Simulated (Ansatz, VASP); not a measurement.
## LaCuTe2: VASP beside Ansatz

```
CELL_PARAMETERS angstrom
2.23787 1.29204 6.74954
-2.23787 1.29204 6.74954
0.00000 -2.58407 6.74954
ATOMIC_POSITIONS crystal
Cu 0.00000 0.00000 0.00000
La 0.50000 0.50000 0.50000
Te 0.26089 0.26089 0.26089
Te 0.73911 0.73911 0.73911
```

Alike in both runs: task single point; functional PBE; k mesh 6 × 6 × 6; no spin polarisation.

```csv
,VASP,Ansatz
version,VASP 6.6.1,Ansatz 0.2.0
potentials or method,"VASP PAW PBE potentials, release 64 (Cu, La, Te)","plane waves, PAW"
plane-wave cutoff (eV),520,420
occupations,"gaussian, width 0.01 eV",fixed
valence electrons in the cell,34,62
```

|  | VASP | Ansatz | Ansatz less VASP |
| --- | --- | --- | --- |
| gap on the k mesh at the Fermi level (eV) | 0.79 | 0.80 | +0.009 |
| pressure (GPa) | 0.1 | 0.1 | -0.07 |
| traceless stress, the component that is largest in VASP (GPa) | -0.19 | -0.20 | -0.016 |
| rms of the force components (eV/Å) | 0.023 | 0.027 | +0.0041 |

Atom by atom the forces differ by 0.004 eV/Å (rms over components). VASP's potentials hold 34 valence electrons a cell and Ansatz's 62, so a difference there can come from the potentials and not from the codes.

Neither program's run includes spin-orbit coupling.
